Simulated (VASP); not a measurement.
# Zn8HS8 (a cell with a defect) in VASP: a series of runs

The runs below take Zn8HS8 (a cell with a defect) through single point, with PBE.

Everything below comes from runs of VASP 6.6.1. Logs are shortened: lines on timing, memory, paths and dates and some standing lists are left out, and cuts for length are marked.

**1. The cell of the first run**

The cell holds a defect, 17 atoms: a = 7.697 Å, b = 7.697 Å, c = 7.697 Å, α = 60.00°, β = 60.00°, γ = 60.00°.

**2. Single point, PBE**

File INCAR:

```
  PREC = Accurate
  ENCUT = 520
  EDIFF = 1E-7
  ISMEAR = 0
  SIGMA = 0.02
  LREAL = Auto
  LASPH = T
  NELM = 60
  ALGO = Normal
  ISIF = 2
  LWAVE = F
  LCHARG = F
  GGA = PE
  NBANDS = 86
  NELECT = 144.0
```

File KPOINTS:

```
Automatic mesh
0
Gamma
  2 2 2
```

File POSCAR:

```
Zn8HS8
1.0
    5.4423087469      0.0000000000      5.4423087469
    0.0000000000     -5.4423087469      5.4423087469
    5.4423087469     -5.4423087469      0.0000000000
Zn S H
8 8 1
Direct
    0.4999750339      0.9940859204      0.0080339984
    0.3924264681      0.5344143699      0.0347207424
    0.0026429960      0.9822561065      0.0056815961
    0.0026237945      0.5055978314      0.0056682745
    0.5000120586      0.9940632279      0.4941724413
    0.4999878960      0.5080298874      0.4941420315
   -0.0035311301      0.9999927886      0.4999092530
    0.0027112574      0.5055921352      0.4822985284
    0.3682132149      0.8760182896      0.3760279130
    0.3764592557      0.3705024088      0.3787849231
    0.8721842550      0.8750071379      0.3750944856
    0.8721170960      0.3739944929      0.3750907188
    0.3764847044      0.8785690453      0.8706047783
    0.3763767539      0.3705220695      0.8705554426
    0.8721591738      0.8750193569      0.8740041628
    0.9296189789      0.3555624258      0.8554721381
   -0.2853116338      0.4271600727      0.9270784211
```

Potentials or basis: VASP PAW PBE potentials, release 64 (Zn, S, H).

Run with:

```console
cat potpaw_PBE.64/Zn/POTCAR potpaw_PBE.64/S/POTCAR potpaw_PBE.64/H/POTCAR > POTCAR
mpirun -np 1 vasp_std > vasp.out
```

OUTCAR:

```text
PREC = Accurate
   ENCUT = 520
   EDIFF = 1E-7
   ISMEAR = 0
   LREAL = Auto
   LASPH = T
   NELM = 60
   ISIF = 2
   GGA = PE
   NELECT = 144.0

 ion  position               nearest neighbor table
   1  0.500  0.994  0.008-   9 2.31  15 2.34  13 2.37  14 2.37
   2  0.392  0.534  0.035-  10 2.26  14 2.26  13 2.26
   3  0.003  0.982  0.006-  15 2.32  11 2.32  13 2.35  16 2.37
   4  0.003  0.506  0.006-  12 2.32  15 2.32  14 2.35  16 2.37
   5  0.500  0.994  0.494-   9 2.31  11 2.34  13 2.37  10 2.37
   6  0.500  0.508  0.494-   9 2.31  12 2.34  10 2.37  14 2.37
   7  0.996  1.000  0.500-   9 2.34  12 2.35  11 2.35  15 2.35
   8  0.003  0.506  0.482-  12 2.32  11 2.32  10 2.35  16 2.37
   9  0.368  0.876  0.376-   6 2.31   5 2.31   1 2.31   7 2.34
  10  0.376  0.371  0.379-   2 2.26   8 2.35   6 2.37   5 2.37
  11  0.872  0.875  0.375-   3 2.32   8 2.32   5 2.34   7 2.35
  12  0.872  0.374  0.375-   8 2.32   4 2.32   6 2.34   7 2.35
  13  0.376  0.879  0.871-   2 2.26   3 2.35   5 2.37   1 2.37
  14  0.376  0.371  0.871-   2 2.26   4 2.35   6 2.37   1 2.37
  15  0.872  0.875  0.874-   3 2.32   4 2.32   1 2.34   7 2.35
  16  0.930  0.356  0.855-  17 1.35   8 2.37   4 2.37   3 2.37
  17  0.715  0.427  0.927-  16 1.35

  LATTYP: Found a face centered cubic cell.
 ALAT       =    10.8846174938

  Lattice vectors:

 A1 = (   5.4423087469,   0.0000000000,   5.4423087469)
 A2 = (   0.0000000000,  -5.4423087469,   5.4423087469)
 A3 = (   5.4423087469,  -5.4423087469,   0.0000000000)

Analysis of symmetry for initial positions (statically):
=====================================================================
 Subroutine PRICEL returns:
 Original cell was already a primitive cell.

 Routine SETGRP: Setting up the symmetry group for a
 face centered cubic supercell.

 Subroutine GETGRP returns: Found  1 space group operations
 (whereof  1 operations were pure point group operations)
 out of a pool of 48 trial point group operations.

The static configuration has the point symmetry C_1 .

Analysis of symmetry for dynamics (positions and initial velocities):
=====================================================================
 Subroutine PRICEL returns:
 Original cell was already a primitive cell.

 Routine SETGRP: Setting up the symmetry group for a
 face centered cubic supercell.

 Subroutine GETGRP returns: Found  1 space group operations
 (whereof  1 operations were pure point group operations)
 out of a pool of 48 trial point group operations.

The dynamic configuration has the point symmetry C_1 .

 Subroutine INISYM returns: Found  1 space group operations
 (whereof  1 operations are pure point group operations),
 and found     1 'primitive' translations

----------------------------------------------------------------------------------------

                                     Primitive cell

  volume of cell :     322.3885

  direct lattice vectors                    reciprocal lattice vectors
     5.442308747  0.000000000  5.442308747     0.091872774  0.091872774  0.091872774
     0.000000000 -5.442308747  5.442308747    -0.091872774 -0.091872774  0.091872774
     5.442308747 -5.442308747  0.000000000     0.091872774 -0.091872774 -0.091872774

  length of vectors
     7.696586840  7.696586840  7.696586840     0.159128312  0.159128312  0.159128312

  position of ions in fractional coordinates (direct lattice)
     0.499975034  0.994085920  0.008033998
     0.392426468  0.534414370  0.034720742
     0.002642996  0.982256107  0.005681596
     0.002623795  0.505597831  0.005668275
     0.500012059  0.994063228  0.494172441
     0.499987896  0.508029887  0.494142031
[... 9 lines left out ...]
     0.929618979  0.355562426  0.855472138
     0.714688366  0.427160073  0.927078421

  ion indices of the primitive-cell ions
   primitive index   ion index
                 1           1
                 2           2
                 3           3
                 4           4
                 5           5
                 6           6
[... 9 lines left out ...]
                16          16
                17          17

----------------------------------------------------------------------------------------

 KPOINTS: Automatic mesh

Automatic generation of k-mesh.
 Grid dimensions read from file:
 generate k-points for:    2    2    2

 Generating k-lattice:

  Cartesian coordinates                     Fractional coordinates (reciprocal lattice)
     0.045936387  0.045936387  0.045936387     0.500000000  0.000000000  0.000000000
    -0.045936387 -0.045936387  0.045936387     0.000000000  0.500000000  0.000000000
     0.045936387 -0.045936387 -0.045936387     0.000000000  0.000000000  0.500000000

  Length of vectors
     0.079564156  0.079564156  0.079564156

  Shift w.r.t. Gamma in fractional coordinates (k-lattice)
     0.000000000  0.000000000  0.000000000

 Subroutine IBZKPT returns following result:
 ===========================================

 Found      8 irreducible k-points:

 Following reciprocal coordinates:
            Coordinates               Weight
  0.000000  0.000000  0.000000      1.000000
  0.500000  0.000000  0.000000      1.000000
  0.000000  0.500000  0.000000      1.000000
  0.000000  0.000000  0.500000      1.000000
  0.500000  0.500000  0.500000      1.000000
  0.500000  0.500000  0.000000      1.000000
  0.000000  0.500000  0.500000      1.000000
  0.500000  0.000000  0.500000      1.000000
   k-points           NKPTS =      8   k-points in BZ     NKDIM =      8   number of bands    NBANDS=     86
   number of dos      NEDOS =    301   number of ions     NIONS =     17
   total plane-waves  NPLWV = 216000
   dimension x,y,z NGX =    60 NGY =   60 NGZ =   60
   dimension x,y,z NGXF=   120 NGYF=  120 NGZF=  120
   ions per type =               8   8   1
   NGX,Y,Z   is equivalent  to a cutoff of  12.96, 12.96, 12.96 a.u.
   NGXF,Y,Z  is equivalent  to a cutoff of  25.92, 25.92, 25.92 a.u.
 SYSTEM =  unknown system
   PREC   = accura    normal or accurate (medium, high low for compatibility)
   ISTART =      0    job   : 0-new  1-cont  2-samecut
   ICHARG =      2    charge: 1-file 2-atom 10-const
   ISPIN  =      1    spin polarized calculation?
   LNONCOLLINEAR =      F non collinear calculations
   LSORBIT =      F    spin-orbit coupling
   LASPH  =      T    aspherical Exc in radial PAW
   ENCUT  =  520.0 eV  38.22 Ry    6.18 a.u.  14.31 14.31 14.31*2*pi/ulx,y,z
   NELM   =     60;   NELMIN=  2; NELMDL= -5     # of ELM steps
   EDIFF  = 0.1E-06   stopping-criterion for ELM
   LREAL  =      T    real-space projection
   EDIFFG = 0.1E-05   stopping-criterion for IOM
   NSW    =      0    number of steps for IOM
   IBRION =     -1    ionic relax: 0-MD 1-quasi-New 2-CG
   NFREE  =      0    steps in history (QN), initial steepest desc. (CG)
   ISIF   =      2    stress and relaxation
   ISYM   =      2    0-nonsym 1-usesym 2-fastsym
   POTIM  = 0.5000    time-step for ionic-motion
   TEBEG  =    0.0;   TEEND  =   0.0 temperature during run
   PSTRESS=    0.0 pullay stress
   NELECT =     144.0000    total number of electrons
   NUPDOWN=      -1.0000    fix difference up-down
   EMIN   =  10.00;   EMAX   =-10.00  energy-range for DOS
   EFERMI =   0.00;   METHOD = LEGACY
   ISMEAR =     0;   SIGMA  =   0.02  broadening in eV -4-tet -1-fermi 0-gaus
   EFERMI_NEDOS =   21; number of points for ismear=-14 and -15
   IALGO  =     38    algorithm
   IMIX   =      4    mixing-type and parameters
     AMIX     =   0.40;   BMIX     =  1.00
     AMIX_MAG =   1.60;   BMIX_MAG =  1.00
  volume/ion in A,a.u.               =      18.96       127.98
  Fermi-wavevector in a.u.,A,eV,Ry     =   1.251418  2.364838 21.307372  1.566048
  Thomas-Fermi vector in A             =   2.385367
   LORBIT       =      0    0 simple, 1 ext, 2 COOP (PROOUT), +10 PAW based schemes
   GGA     = PE    functional components
   LHFCALC =     F    Hartree Fock is set to
   AEXX    =    0.0000 exact exchange contribution
   IVDW    =     0    specifies the selected vdW correction
   LEPSILON=     F    determine dielectric tensor
   LRPA    =     F    only Hartree local field effects (RPA)
 non-spin polarized calculation
 Gauss-broadening in eV      SIGMA  =   0.02
  energy-cutoff  :      520.00
  volume of cell :      322.39
 maximum number of plane-waves:      8694
 NGX is ok and might be reduce to    60
   NGX = 29   NGY = 29   NGZ = 29

 number of electron     144.0000017 magnetization

 Free energy of the ion-electron system (eV)
  ---------------------------------------------------
  ext. energy  EPLUGINS =         0.00000000
  ---------------------------------------------------
  free energy    TOTEN  =       -59.84462442 eV

  energy without entropy =      -59.84462442  energy(sigma->0) =      -59.84462442

 E-fermi :   2.0750     XC(G=0):  -9.4857

 val. band max:        1.9443068252   @ k =   0.0000   0.0000   0.0000
 cond. band min:       3.8587013291   @ k =   0.0000   0.0000   0.0000
 fundamental gap:      1.9143945038
 Fermi energy:         2.0749553521

 k-point     1 :       0.0000    0.0000    0.0000
  band No.  band energies     occupation
      1     -11.6444      2.00000
      2     -10.8039      2.00000
      3     -10.1816      2.00000
      4     -10.1781      2.00000
      5     -10.1774      2.00000
      6      -9.9273      2.00000
[... 76 lines left out ...]
     83       6.1368      0.00000
     84       7.8714      0.00000

 k-point     2 :       0.5000    0.0000    0.0000
  band No.  band energies     occupation
      1     -11.5622      2.00000
      2     -10.7098      2.00000
      3     -10.3884      2.00000
      4     -10.0885      2.00000
      5     -10.0868      2.00000
      6      -9.9996      2.00000
[... 76 lines left out ...]
     83       8.0508      0.00000
     84       8.0512      0.00000

 k-point     3 :       0.0000    0.5000    0.0000
  band No.  band energies     occupation
      1     -11.5715      2.00000
      2     -10.6307      2.00000
      3     -10.4772      2.00000
      4     -10.0881      2.00000
      5     -10.0620      2.00000
      6     -10.0045      2.00000
[... 76 lines left out ...]
     83       7.8595      0.00000
     84       8.0838      0.00000

 k-point     4 :       0.0000    0.0000    0.5000
  band No.  band energies     occupation
      1     -11.5714      2.00000
      2     -10.6321      2.00000
      3     -10.4757      2.00000
      4     -10.0868      2.00000
      5     -10.0639      2.00000
      6     -10.0025      2.00000
[... 76 lines left out ...]
     83       7.8583      0.00000
     84       8.0845      0.00000

 k-point     5 :       0.5000    0.5000    0.5000
  band No.  band energies     occupation
      1     -11.5714      2.00000
      2     -10.6320      2.00000
      3     -10.4758      2.00000
      4     -10.0869      2.00000
      5     -10.0638      2.00000
      6     -10.0027      2.00000
[... 76 lines left out ...]
     83       7.8590      0.00000
     84       8.0846      0.00000

 k-point     6 :       0.5000    0.5000    0.0000
  band No.  band energies     occupation
      1     -11.5488      2.00000
      2     -10.5534      2.00000
      3     -10.3731      2.00000
      4     -10.2001      2.00000
      5     -10.1944      2.00000
      6     -10.1844      2.00000
[... 76 lines left out ...]
     83       7.7983      0.00000
     84       8.0586      0.00000

 k-point     7 :       0.0000    0.5000    0.5000
  band No.  band energies     occupation
      1     -11.5488      2.00000
      2     -10.5527      2.00000
      3     -10.3740      2.00000
      4     -10.1996      2.00000
      5     -10.1943      2.00000
      6     -10.1848      2.00000
[... 76 lines left out ...]
     83       7.7986      0.00000
     84       8.0583      0.00000

 k-point     8 :       0.5000    0.0000    0.5000
  band No.  band energies     occupation
      1     -11.5488      2.00000
      2     -10.5527      2.00000
      3     -10.3741      2.00000
      4     -10.1996      2.00000
      5     -10.1943      2.00000
      6     -10.1848      2.00000
[... 76 lines left out ...]
     83       7.7980      0.00000
     84       8.0587      0.00000
 [bands above 84 left out]

------------------------ aborting loop because EDIFF is reached ----------------------------------------

  FORCE on cell =-STRESS in cart. coord.  units (eV):
  Direction    XX          YY          ZZ          XY          YZ          ZX
  --------------------------------------------------------------------------------------
  -------------------------------------------------------------------------------------
  Total       -2.4743239     -2.4771547     -2.4769688      0.6708240      0.6799648      0.6779362
  in kB      -12.2966723    -12.3107410    -12.3098168      3.3338010      3.3792279      3.3691463
  external PRESSURE =     -12.3057434 kB  Pullay stress =       0.0000000 kB

 VOLUME and BASIS-vectors are now :
 -----------------------------------------------------------------------------
  energy-cutoff  :      520.00
  volume of cell :      322.39
      direct lattice vectors                 reciprocal lattice vectors
     5.442308747  0.000000000  5.442308747     0.091872774  0.091872774  0.091872774
     0.000000000 -5.442308747  5.442308747    -0.091872774 -0.091872774  0.091872774
     5.442308747 -5.442308747  0.000000000     0.091872774 -0.091872774 -0.091872774

 POSITION                                       TOTAL-FORCE (eV/Angst)
 -----------------------------------------------------------------------------------
      2.76474     -5.45385      8.13114         0.002923      0.001243     -0.000300
      2.32467     -3.09741      5.04415        -0.002581     -0.000970      0.002989
      0.04531     -5.37666      5.36013         0.006422      0.004247     -0.004143
      0.04513     -2.78247      2.76590         0.003733     -0.007173      0.005208
      5.41066     -8.09944      8.13122         0.001143      0.002017      0.000007
      5.41036     -5.45413      5.48594        -0.001149     -0.000901      0.002622
[... 9 lines left out ...]
      9.71502     -6.59082      6.99435        -0.040109     -0.044857     -0.046737
      8.93500     -7.37018      6.21429         0.040348      0.040222      0.041143
 -----------------------------------------------------------------------------------
    total drift:                               -0.006335     -0.002327     -0.004903

  FREE ENERGIE OF THE ION-ELECTRON SYSTEM (eV)
  ---------------------------------------------------
  free  energy   TOTEN  =       -59.8446244219 eV

  energy  without entropy=      -59.8446244219  energy(sigma->0) =      -59.84462442
```

Wall time 4.6 min (1 thread of Intel Xeon 6975P-C (Granite Rapids), shared host); peak memory 0.54 GiB.

What came out:

```
Free energy   : -59.8446 eV
Largest force : 0.076 eV/Å
```

Forces in eV/Å, atoms in the order of the input:
```
Zn   0.003  0.001  0.000
Zn  -0.003 -0.001  0.003
Zn   0.006  0.004 -0.004
Zn   0.004 -0.007  0.005
Zn   0.001  0.002  0.000
Zn  -0.001 -0.001  0.003
Zn   0.001  0.000 -0.003
Zn  -0.008  0.003  0.007
S    0.002  0.001  0.002
S    0.005  0.001 -0.001
S   -0.002 -0.003  0.000
S   -0.002  0.001 -0.003
S   -0.001 -0.001  0.002
S    0.000  0.004 -0.003
S   -0.005 -0.001 -0.002
S   -0.040 -0.045 -0.047
H    0.040  0.040  0.041
```

Levels at points of the mesh, in eV from the Fermi level:
```
           k point  band 69  band 70  band 71  band 72  band 73  band 74  band 75  band 76
(0.00, 0.00, 0.00)    -0.82    -0.20    -0.13    -0.13     1.78     2.30     2.59     3.24
(0.50, 0.00, 0.00)    -0.61    -0.61    -0.52    -0.52     2.88     3.08     3.57     4.04
(0.00, 0.50, 0.00)    -0.84    -0.79    -0.49    -0.47     2.92     3.13     3.43     3.82
(0.00, 0.00, 0.50)    -0.84    -0.79    -0.49    -0.48     2.92     3.13     3.43     3.82
(0.50, 0.50, 0.50)    -0.84    -0.79    -0.49    -0.48     2.92     3.13     3.43     3.82
(0.50, 0.50, 0.00)    -1.06    -1.01    -1.01    -0.83     3.38     3.82     4.31     4.50
(0.00, 0.50, 0.50)    -1.06    -1.01    -1.01    -0.83     3.38     3.82     4.31     4.50
(0.50, 0.00, 0.50)    -1.06    -1.01    -1.01    -0.83     3.38     3.82     4.31     4.50
```

Caveat: the k points lie up to 0.50 Å⁻¹ apart; the cell carries a net charge on a neutralising background, which shifts energy and pressure; the cell is charged against a uniform background, so pressure and absolute levels hang on convention.

[end of part 1 of 2]
